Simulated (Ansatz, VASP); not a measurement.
# S in VASP and in Ansatz

```
S
1.0
     4.42046    0.00000    0.00000
    -2.21023    3.82823    0.00000
     0.00000    0.00000    4.39904
S
3
Direct
  0.19167 0.00000 0.33333
  0.00000 0.19167 0.66667
  0.80833 0.80833 0.00000
```

Alike in both runs: functional PBEsol; k mesh 9 × 9 × 6; occupations gaussian, width 0.02 eV; no spin polarisation.

Ansatz relaxed the structure, and its values are those at the end. VASP's run is a single point on that final structure, the one shown.

|  | VASP | Ansatz |
| --- | --- | --- |
| version | VASP 6.6.1 | Ansatz 0.2.0 |
| potentials or method | VASP PAW PBE potentials, release 64 (S), cutoff 520 eV | scalar-relativistic, plane waves, PAW |
| valence electrons in the cell | 18 | 18 |

VASP gave:

```
gap on the k mesh at the Fermi level (eV) : 1.97
least direct gap on the mesh (eV)         : 2.25
pressure (GPa)                            : -0.4
rms of the force components (eV/Å)        : 0.055
```

Task: Which values does Ansatz return?

Result: gap on the k mesh at the Fermi level (eV): 1.91; least direct gap on the mesh (eV): 2.18; pressure (GPa): 0.0; rms of the force components (eV/Å): 0.003.

VASP's potentials were made for PBE, not for PBEsol.
